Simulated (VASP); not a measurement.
Set up this calculation in VASP 6.6.1, as the native input.

| Quantity | Value |
| --- | --- |
| Task | relaxation of shape and atoms at fixed volume |
| Functional | PBE |
| Potentials or basis | VASP PAW PBE potentials, release 64 (Ta_pv, N) |
| Cutoff | 600 eV |
| k mesh | 18 × 18 × 10 |
| Occupations | gaussian, width 0.1 eV |
| Spin | no spin polarisation |
| Dipole correction | no |
| Further INCAR settings | ALGO = Normal; EDIFF = 1e-06; IBRION = 2; EDIFFG = -0.01; NSW = 50; ISIF = 4 |

The structure of Ta2N lies in POSCAR:

```
Ta2N
1.0
    3.0338247878      0.0000000000      0.0000000000
   -1.5169123939      2.6273693369      0.0000000000
    0.0000000000      0.0000000000      4.7948786268
Ta N
2 1
Direct
    0.6666666667      0.3333333333      0.7433569933
    0.3333333333      0.6666666667      0.2566430067
    0.0000000000      0.0000000000      0.0000000000
```

This cell differs from its parent crystal: volume scaled by 0.94.

These files were run (other wordings do the same):

INCAR

```
SYSTEM = Ta2N
PREC = Accurate
ENCUT = 600
EDIFF = 1E-6
ISMEAR = 0
SIGMA = 0.1
LREAL = .FALSE.
LASPH = .TRUE.
NELM = 100
ALGO = Normal
ISIF = 4
LWAVE = .FALSE.
LCHARG = .FALSE.
GGA = PE
IBRION = 2
NSW = 50
EDIFFG = -0.01
```

KPOINTS

```
Automatic mesh
0
G
  18 18 10
  0 0 0
```

Potentials or basis: VASP PAW PBE potentials, release 64 (Ta_pv, N).

Launch:

```sh
$ cat potpaw_PBE.64/Ta_pv/POTCAR potpaw_PBE.64/N/POTCAR > POTCAR
$ mpirun -np 1 vasp_std > vasp.out
```

Results of the run:

```yaml
Energy_gained_by_relaxing: 0.7 meV/atom
Ionic_steps: 4
Pressure_after_relaxing: 19.7 GPa
Largest_force_after_relaxing: 0.003 eV/Å
```

Run time: 4 min on 1 thread of Intel(R) Xeon(R) Platinum 8488C (Sapphire Rapids), with other jobs on the host, peak memory 0.36 GiB.
